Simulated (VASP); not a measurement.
Input of a VASP 6.6.1 run:

File INCAR:

```
PREC = Accurate ; ENCUT = 910
EDIFF = 1E-6 ; ISMEAR = 0
SIGMA = 0.05 ; LREAL = F
LASPH = T ; NELM = 120
ALGO = Normal ; ISIF = 2
LWAVE = F ; LCHARG = F
GGA = PE ; NBANDS = 28
GGA_COMPAT = F
```

KPOINTS

```
regular mesh
0
Gamma
  6 6 6
```

Contents of POSCAR:

```
BaZrO3
1.0
    4.1913400000      0.0000000000      0.0000000000
    0.0000000000      4.1913400000      0.0000000000
    0.0000000000      0.0000000000      4.1913400000
Ba Zr O
1 1 3
Direct
    0.0000000000      0.0000000000      0.0000000000
    0.5000000000      0.5000000000      0.5000000000
    0.0000000000      0.5000000000      0.5000000000
    0.5000000000      0.0000000000      0.5000000000
    0.5000000000      0.5000000000      0.0000000000
```

Potentials or basis: VASP PAW PBE potentials, release 64 (Ba_sv, Zr_sv, O_h).

Launch:

```sh
$ cat potpaw_PBE.64/Ba_sv/POTCAR potpaw_PBE.64/Zr_sv/POTCAR potpaw_PBE.64/O_h/POTCAR > POTCAR
$ mpirun -np 1 vasp_std > vasp.out
```

(1) What does it give for the pressure?

(2) Predict the band gap on the k mesh.

Results:

(1) 4.8 GPa.

(2) 3.19 eV, indirect (least direct gap 3.42 eV).

Caveat: the cutoff is under 1.25 times the usual one of these potentials, so pressure, stress and relaxed cells hold a basis-set (Pulay) error; spin-orbit coupling is left out, which moves the levels of the heavy elements.
